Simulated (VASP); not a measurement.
# In5GaAs6 in VASP: a series of runs

The runs below take In5GaAs6 through single point, with PBE.

Everything below comes from runs of VASP 6.6.1. Logs are shortened: lines on timing, memory, paths and dates and some standing lists are left out, and cuts for length are marked.

### Step 1. The cell of the first run

The structure is trigonal, space group P3m1 (No. 156). Conventional cell: a = 4.325 Å, b = 4.325 Å, c = 21.213 Å, α = 90.00°, β = 90.00°, γ = 120.00°. In (site symmetry 3m) has 4 As at 2.66 to 2.67 Å within 3.5 Å. In (site symmetry 3m) has 4 As at 2.66 to 2.67 Å within 3.5 Å. In (site symmetry 3m) has 4 As at 2.66 to 2.67 Å within 3.5 Å. In (site symmetry 3m) has 4 As at 2.66 to 2.68 Å within 3.5 Å. In (site symmetry 3m) has 4 As at 2.66 to 2.67 Å within 3.5 Å. Within 3.3 Å of Ga (site symmetry 3m) lie 4 As at 2.49 to 2.60 Å. As (site symmetry 3m) has 4 In at 2.66 to 2.67 Å within 3.5 Å. Within 3.5 Å of As (site symmetry 3m) lie 4 In at 2.66 to 2.67 Å.

### Step 2. Single point, PBE

INCAR

```
PREC = Accurate ; ENCUT = 520
EDIFF = 1E-6 ; ISMEAR = 0
SIGMA = 0.2 ; LREAL = F
LASPH = T ; NELM = 60
ALGO = Normal ; ISIF = 2
LWAVE = F ; LCHARG = F
GGA = PE ; NBANDS = 66
```

KPOINTS

```
Automatic mesh
0
Gamma
  6 6 1
```

POSCAR

```
In5GaAs6
1.0
    4.3245453560      0.0000000000      0.0000000000
   -2.1622726780      3.7451661381      0.0000000000
    0.0000000000      0.0000000000     21.2129578000
In Ga As
5 1 6
Direct
    0.0000000000      0.0000000000      0.0000990000
    0.3333333333      0.6666666667      0.8306260000
    0.6666666667      0.3333333333      0.6611700000
    0.3333333333      0.6666666667      0.3390860000
    0.6666666667      0.3333333333      0.1695590000
    0.0000000000      0.0000000000      0.5004590000
    0.3333333333      0.6666666667      0.9566420000
    0.6666666667      0.3333333333      0.7871990000
    0.0000000000      0.0000000000      0.6179280000
    0.3333333333      0.6666666667      0.4656070000
    0.6666666667      0.3333333333      0.2955240000
    0.0000000000      0.0000000000      0.1261000000
```

Potentials or basis: VASP PAW PBE potentials, release 64 (In_d, Ga_d, As).

Run with:

```
cat potpaw_PBE.64/In_d/POTCAR potpaw_PBE.64/Ga_d/POTCAR potpaw_PBE.64/As/POTCAR > POTCAR
mpirun -np 1 vasp_std > vasp.out
```

OUTCAR:

```text
PREC = Accurate
   ENCUT = 520
   EDIFF = 1E-6
   ISMEAR = 0
   LREAL = F
   LASPH = T
   NELM = 60
   ISIF = 2
   GGA = PE

 ion  position               nearest neighbor table
   1  0.000  0.000  0.000-   7 2.66   7 2.66   7 2.66  12 2.67
   2  0.333  0.667  0.831-   8 2.66   8 2.66   8 2.66   7 2.67
   3  0.667  0.333  0.661-   9 2.66   9 2.66   9 2.66   8 2.67
   4  0.333  0.667  0.339-  11 2.66  11 2.66  11 2.66  10 2.68
   5  0.667  0.333  0.170-  12 2.66  12 2.66  12 2.66  11 2.67
   6  0.000  0.000  0.500-   9 2.49  10 2.60  10 2.60  10 2.60
   7  0.333  0.667  0.957-   1 2.66   1 2.66   1 2.66   2 2.67
   8  0.667  0.333  0.787-   2 2.66   2 2.66   2 2.66   3 2.67
   9  0.000  0.000  0.618-   6 2.49   3 2.66   3 2.66   3 2.66
  10  0.333  0.667  0.466-   6 2.60   6 2.60   6 2.60   4 2.68
  11  0.667  0.333  0.296-   4 2.66   4 2.66   4 2.66   5 2.67
  12  0.000  0.000  0.126-   5 2.66   5 2.66   5 2.66   1 2.67

  LATTYP: Found a hexagonal cell.
 ALAT       =     4.3245453560
 C/A-ratio  =     4.9052457666

  Lattice vectors:

 A1 = (   4.3245453560,   0.0000000000,   0.0000000000)
 A2 = (  -2.1622726780,   3.7451661381,   0.0000000000)
 A3 = (   0.0000000000,   0.0000000000,  21.2129578000)

Analysis of symmetry for initial positions (statically):
=====================================================================
 Subroutine PRICEL returns:
 Original cell was already a primitive cell.

 Routine SETGRP: Setting up the symmetry group for a
 hexagonal supercell.

 Subroutine GETGRP returns: Found  6 space group operations
 (whereof  6 operations were pure point group operations)
 out of a pool of 24 trial point group operations.

The static configuration has the point symmetry C_3v.

Analysis of symmetry for dynamics (positions and initial velocities):
=====================================================================
 Subroutine PRICEL returns:
 Original cell was already a primitive cell.

 Routine SETGRP: Setting up the symmetry group for a
 hexagonal supercell.

 Subroutine GETGRP returns: Found  6 space group operations
 (whereof  6 operations were pure point group operations)
 out of a pool of 24 trial point group operations.

The dynamic configuration has the point symmetry C_3v.

 Subroutine INISYM returns: Found  6 space group operations
 (whereof  6 operations are pure point group operations),
 and found     1 'primitive' translations

----------------------------------------------------------------------------------------

                                     Primitive cell

  volume of cell :     343.5681

  direct lattice vectors                    reciprocal lattice vectors
     4.324545356  0.000000000  0.000000000     0.231238181  0.133505426  0.000000000
    -2.162272678  3.745166138  0.000000000     0.000000000  0.267010852  0.000000000
     0.000000000  0.000000000 21.212957800     0.000000000  0.000000000  0.047140998

  length of vectors
     4.324545356  4.324545356 21.212957800     0.267010852  0.267010852  0.047140998

  position of ions in fractional coordinates (direct lattice)
     0.000000000  0.000000000  0.000099000
     0.333333333  0.666666667  0.830626000
     0.666666667  0.333333333  0.661170000
     0.333333333  0.666666667  0.339086000
     0.666666667  0.333333333  0.169559000
     0.000000000  0.000000000  0.500459000
     0.333333333  0.666666667  0.956642000
     0.666666667  0.333333333  0.787199000
     0.000000000  0.000000000  0.617928000
     0.333333333  0.666666667  0.465607000
     0.666666667  0.333333333  0.295524000
     0.000000000  0.000000000  0.126100000

  ion indices of the primitive-cell ions
   primitive index   ion index
                 1           1
                 2           2
                 3           3
                 4           4
                 5           5
                 6           6
                 7           7
                 8           8
                 9           9
                10          10
                11          11
                12          12

----------------------------------------------------------------------------------------

 KPOINTS: Automatic mesh

Automatic generation of k-mesh.
 Grid dimensions read from file:
 generate k-points for:    6    6    1

 Generating k-lattice:

  Cartesian coordinates                     Fractional coordinates (reciprocal lattice)
     0.038539697  0.022250904  0.000000000     0.166666667  0.000000000  0.000000000
     0.000000000  0.044501809  0.000000000     0.000000000  0.166666667  0.000000000
     0.000000000  0.000000000  0.047140998     0.000000000  0.000000000  1.000000000

  Length of vectors
     0.044501809  0.044501809  0.047140998

  Shift w.r.t. Gamma in fractional coordinates (k-lattice)
     0.000000000  0.000000000  0.000000000

 Subroutine IBZKPT returns following result:
 ===========================================

 Found      7 irreducible k-points:

 Following reciprocal coordinates:
            Coordinates               Weight
  0.000000  0.000000  0.000000      1.000000
  0.166667  0.000000  0.000000      6.000000
  0.333333 -0.000000  0.000000      6.000000
  0.500000 -0.000000  0.000000      3.000000
  0.166667  0.166667  0.000000      6.000000
  0.333333  0.166667  0.000000     12.000000
  0.333333  0.333333  0.000000      2.000000
   k-points           NKPTS =      7   k-points in BZ     NKDIM =      7   number of bands    NBANDS=     66
   number of dos      NEDOS =    301   number of ions     NIONS =     12
   total plane-waves  NPLWV = 163840
   dimension x,y,z NGX =    32 NGY =   32 NGZ =  160
   dimension x,y,z NGXF=    64 NGYF=   64 NGZF=  320
   ions per type =               5   1   6
   NGX,Y,Z   is equivalent  to a cutoff of  12.30, 12.30, 12.54 a.u.
   NGXF,Y,Z  is equivalent  to a cutoff of  24.60, 24.60, 25.08 a.u.
 SYSTEM =  unknown system
   PREC   = accura    normal or accurate (medium, high low for compatibility)
   ISTART =      0    job   : 0-new  1-cont  2-samecut
   ICHARG =      2    charge: 1-file 2-atom 10-const
   ISPIN  =      1    spin polarized calculation?
   LNONCOLLINEAR =      F non collinear calculations
   LSORBIT =      F    spin-orbit coupling
   LASPH  =      T    aspherical Exc in radial PAW
   ENCUT  =  520.0 eV  38.22 Ry    6.18 a.u.   8.04  8.04 39.44*2*pi/ulx,y,z
   NELM   =     60;   NELMIN=  2; NELMDL= -5     # of ELM steps
   EDIFF  = 0.1E-05   stopping-criterion for ELM
   LREAL  =      F    real-space projection
   EDIFFG = 0.1E-04   stopping-criterion for IOM
   NSW    =      0    number of steps for IOM
   IBRION =     -1    ionic relax: 0-MD 1-quasi-New 2-CG
   NFREE  =      0    steps in history (QN), initial steepest desc. (CG)
   ISIF   =      2    stress and relaxation
   ISYM   =      2    0-nonsym 1-usesym 2-fastsym
   POTIM  = 0.5000    time-step for ionic-motion
   TEBEG  =    0.0;   TEEND  =   0.0 temperature during run
   PSTRESS=    0.0 pullay stress
   NELECT =     108.0000    total number of electrons
   NUPDOWN=      -1.0000    fix difference up-down
   EMIN   =  10.00;   EMAX   =-10.00  energy-range for DOS
   EFERMI =   0.00;   METHOD = LEGACY
   ISMEAR =     0;   SIGMA  =   0.20  broadening in eV -4-tet -1-fermi 0-gaus
   EFERMI_NEDOS =   21; number of points for ismear=-14 and -15
   IALGO  =     38    algorithm
   IMIX   =      4    mixing-type and parameters
     AMIX     =   0.40;   BMIX     =  1.00
     AMIX_MAG =   1.60;   BMIX_MAG =  1.00
  volume/ion in A,a.u.               =      28.63       193.21
  Fermi-wavevector in a.u.,A,eV,Ry     =   1.113128  2.103507 16.858356  1.239054
  Thomas-Fermi vector in A             =   2.249710
   LORBIT       =      0    0 simple, 1 ext, 2 COOP (PROOUT), +10 PAW based schemes
   GGA     = PE    functional components
   LHFCALC =     F    Hartree Fock is set to
   AEXX    =    0.0000 exact exchange contribution
   IVDW    =     0    specifies the selected vdW correction
   LEPSILON=     F    determine dielectric tensor
   LRPA    =     F    only Hartree local field effects (RPA)
 non-spin polarized calculation
 Gauss-broadening in eV      SIGMA  =   0.20
  energy-cutoff  :      520.00
  volume of cell :      343.57
 maximum number of plane-waves:      9294
   NGX = 17   NGY = 17   NGZ = 79

 number of electron     107.9999984 magnetization

 Free energy of the ion-electron system (eV)
  ---------------------------------------------------
  ext. energy  EPLUGINS =         0.00000000
  ---------------------------------------------------
  free energy    TOTEN  =       -46.64752681 eV

  energy without entropy =      -46.63735067  energy(sigma->0) =      -46.64243874

 E-fermi :   3.8720     XC(G=0):  -8.8773

 val. band max:        3.8218105430   @ k =   0.0000   0.0000   0.0000
 cond. band min:       4.2357544837   @ k =   0.0000   0.0000   0.0000
 fundamental gap:      0.4139439407
 Fermi energy:         3.8719862632

 k-point     1 :       0.0000    0.0000    0.0000
  band No.  band energies     occupation
      1     -10.9593      2.00000
      2     -10.9123      2.00000
      3     -10.9123      2.00000
      4     -10.8755      2.00000
      5     -10.8755      2.00000
      6     -10.5874      2.00000
[... 58 lines left out ...]
     65       7.9633      0.00000
     66       7.9653      0.00000

 k-point     2 :       0.1667    0.0000    0.0000
  band No.  band energies     occupation
      1     -10.9582      2.00000
      2     -10.9183      2.00000
      3     -10.9088      2.00000
      4     -10.8770      2.00000
      5     -10.8752      2.00000
      6     -10.6002      2.00000
[... 58 lines left out ...]
     65       8.0322      0.00000
     66       8.0892      0.00000

 k-point     3 :       0.3333   -0.0000    0.0000
  band No.  band energies     occupation
      1     -10.9571      2.00000
      2     -10.9295      2.00000
      3     -10.9024      2.00000
      4     -10.8798      2.00000
      5     -10.8739      2.00000
      6     -10.6304      2.00000
[... 58 lines left out ...]
     65       8.3980      0.00000
     66       8.4508      0.00000

 k-point     4 :       0.5000   -0.0000    0.0000
  band No.  band energies     occupation
      1     -10.9574      2.00000
      2     -10.9343      2.00000
      3     -10.8997      2.00000
      4     -10.8811      2.00000
      5     -10.8728      2.00000
      6     -10.6469      2.00000
[... 58 lines left out ...]
     65       8.0577      0.00000
     66       8.4381      0.00000

 k-point     5 :       0.1667    0.1667    0.0000
  band No.  band energies     occupation
      1     -10.9565      2.00000
      2     -10.9271      2.00000
      3     -10.9043      2.00000
      4     -10.8786      2.00000
      5     -10.8749      2.00000
      6     -10.6186      2.00000
[... 58 lines left out ...]
     65       7.9014      0.00000
     66       7.9987      0.00000

 k-point     6 :       0.3333    0.1667    0.0000
  band No.  band energies     occupation
      1     -10.9544      2.00000
      2     -10.9360      2.00000
      3     -10.9008      2.00000
      4     -10.8798      2.00000
      5     -10.8743      2.00000
      6     -10.6372      2.00000
[... 58 lines left out ...]
     65       7.9836      0.00000
     66       8.2351      0.00000

 k-point     7 :       0.3333    0.3333    0.0000
  band No.  band energies     occupation
      1     -10.9486      2.00000
      2     -10.9429      2.00000
      3     -10.9007      2.00000
      4     -10.8781      2.00000
      5     -10.8764      2.00000
      6     -10.6326      2.00000
[... 58 lines left out ...]
     65       8.7853      0.00000
     66       8.8888      0.00000

------------------------ aborting loop because EDIFF is reached ----------------------------------------

  FORCE on cell =-STRESS in cart. coord.  units (eV):
  Direction    XX          YY          ZZ          XY          YZ          ZX
  --------------------------------------------------------------------------------------
  -------------------------------------------------------------------------------------
  Total        0.3426912      0.3426912      0.0545495      0.0000000      0.0000000     -0.0000000
  in kB        1.5980881      1.5980881      0.2543834      0.0000000      0.0000000     -0.0000000
  external PRESSURE =       1.1501865 kB  Pullay stress =       0.0000000 kB

 VOLUME and BASIS-vectors are now :
 -----------------------------------------------------------------------------
  energy-cutoff  :      520.00
  volume of cell :      343.57
      direct lattice vectors                 reciprocal lattice vectors
     4.324545356  0.000000000  0.000000000     0.231238181  0.133505426  0.000000000
    -2.162272678  3.745166138  0.000000000     0.000000000  0.267010852  0.000000000
     0.000000000  0.000000000 21.212957800     0.000000000  0.000000000  0.047140998

 POSITION                                       TOTAL-FORCE (eV/Angst)
 -----------------------------------------------------------------------------------
      0.00000      0.00000      0.00210         0.000000      0.000000      0.006957
     -0.00000      2.49678     17.62003        -0.000000      0.000000     -0.001137
      2.16227      1.24839     14.02537        -0.000000      0.000000     -0.004565
     -0.00000      2.49678      7.19302         0.000000      0.000000      0.026235
      2.16227      1.24839      3.59685        -0.000000      0.000000      0.015122
      0.00000      0.00000     10.61622         0.000000     -0.000000     -0.042104
     -0.00000      2.49678     20.29321        -0.000000      0.000000     -0.002674
      2.16227      1.24839     16.69882         0.000000      0.000000      0.001798
      0.00000      0.00000     13.10808         0.000000      0.000000      0.014704
     -0.00000      2.49678      9.87690         0.000000      0.000000      0.013473
      2.16227      1.24839      6.26894        -0.000000      0.000000     -0.018187
      0.00000      0.00000      2.67495        -0.000000      0.000000     -0.009622
 -----------------------------------------------------------------------------------
    total drift:                                0.000001     -0.000001     -0.000009

  FREE ENERGIE OF THE ION-ELECTRON SYSTEM (eV)
  ---------------------------------------------------
  free  energy   TOTEN  =       -46.6475268096 eV

  energy  without entropy=      -46.6373506729  energy(sigma->0) =      -46.64243874
```

Run time: 1.8 min. Hardware: 1 thread of Intel Xeon 6975P-C (Granite Rapids), shared host; peak memory 0.45 GiB.

What came out:

```
Free energy            : -46.6475 eV
Pressure               : 0.1 GPa
Largest force          : 0.042 eV/Å
Band gap on the k mesh : zero (filled and empty bands touch)
```

Forces in eV/Å, atoms in the order of the input:
```
In   0.000  0.000  0.007
In   0.000  0.000 -0.001
In   0.000  0.000 -0.005
In   0.000  0.000  0.026
In   0.000  0.000  0.015
Ga   0.000  0.000 -0.042
As   0.000  0.000 -0.003
As   0.000  0.000  0.002
As   0.000  0.000  0.015
As   0.000  0.000  0.013
As   0.000  0.000 -0.018
As   0.000  0.000 -0.010
```

Stress tensor (GPa, compression positive):
```
0.16 0.00 0.00
0.00 0.16 0.00
0.00 0.00 0.03
```

Levels at points of the mesh, in eV from the Fermi level:
```tsv
k point	band 51	band 52	band 53	band 54	band 55	band 56	band 57	band 58
(0.00, 0.00, 0.00)	-0.31	-0.31	-0.12	-0.05	-0.05	0.36	0.96	1.05
(0.50, 0.00, 0.00)	-1.39	-1.33	-1.01	-0.97	0.70	1.49	1.66	2.01
```

Caveat: spin-orbit coupling is left out, which moves the levels of the heavy elements.

### Step 3. Single point, PBE

INCAR

```
  PREC = Accurate
  ENCUT = 520
  EDIFF = 1E-6
  ISMEAR = 0
  SIGMA = 0.2
  LREAL = F
  LASPH = T
  NELM = 100
  ALGO = Normal
  ISIF = 2
  LWAVE = F
  LCHARG = T
  GGA = PE
  LELF = T
  LVHAR = T
  NBANDS = 66
```

KPOINTS is that of step 2.

POSCAR

```
In5GaAs6
1.0
    4.3290050004      0.0004540057     -0.0002195567
   -2.1640989180      3.7481586693      0.0001717315
   -0.0007718555      0.0003690190     21.1924188223
In Ga As
5 1 6
Direct
    0.0002614676      0.0000903935      0.0000957881
    0.3332005116      0.6670503597      0.8304477922
    0.6662494446      0.3330001757      0.6609982980
    0.3335372411      0.6664189968      0.3392667787
    0.6665009187      0.3334417668      0.1697089958
    0.0001407318     -0.0001791187      0.5001854191
    0.3336143429      0.6668488240      0.9566332271
    0.6666123609      0.3338003208      0.7871518589
   -0.0003500284     -0.0003050436      0.6178518331
    0.3334340714      0.6664602044      0.4657871671
    0.6668899261      0.3331648812      0.2956867202
   -0.0000909884      0.0002082396      0.1261851216
```

Potentials or basis: VASP PAW PBE potentials, release 64 (In_d, Ga_d, As).

Run with:

```
cat potpaw_PBE.64/In_d/POTCAR potpaw_PBE.64/Ga_d/POTCAR potpaw_PBE.64/As/POTCAR > POTCAR
mpirun -np 1 vasp_std > vasp.out
```

It took 4.7 min on 1 thread of Intel Xeon 6975P-C (Granite Rapids), shared host; peak memory 0.62 GiB.

Results (log left out):

| Item | Value |
| --- | --- |
| Free energy | -46.6481 eV |
| Pressure | 0.1 GPa |
| Largest force | 0.008 eV/Å |
| Band gap on the k mesh | zero (filled and empty bands touch) |

Forces in eV/Å, atoms in the order of the input:
```
In  -0.002  0.001 -0.002
In   0.001  0.001  0.008
In   0.000  0.000 -0.005
In  -0.001  0.001  0.005
In   0.000  0.001 -0.006
Ga  -0.002 -0.001 -0.002
As   0.000 -0.001 -0.001
As   0.000 -0.003 -0.001
As   0.001  0.001  0.007
As   0.001  0.001 -0.004
As   0.000  0.000 -0.002
As   0.001 -0.001  0.003
```

Levels at points of the mesh, in eV from the Fermi level:
```csv
k point,band 50,band 51,band 52,band 53,band 54,band 55,band 56,band 57,band 58,band 59
"(0.00, 0.00, 0.00)",-0.38,-0.31,-0.31,-0.12,-0.05,-0.05,0.34,0.95,1.04,1.08
"(0.50, 0.00, 0.00)",-1.91,-1.39,-1.33,-1.00,-0.97,0.71,1.47,1.66,2.01,2.04
"(0.00, 0.50, 0.00)",-1.91,-1.39,-1.33,-1.00,-0.97,0.70,1.47,1.66,2.01,2.04
"(0.50, 0.50, 0.00)",-1.91,-1.39,-1.33,-1.00,-0.97,0.70,1.47,1.66,2.01,2.04
```

Caveat: spin-orbit coupling is left out, which moves the levels of the heavy elements.
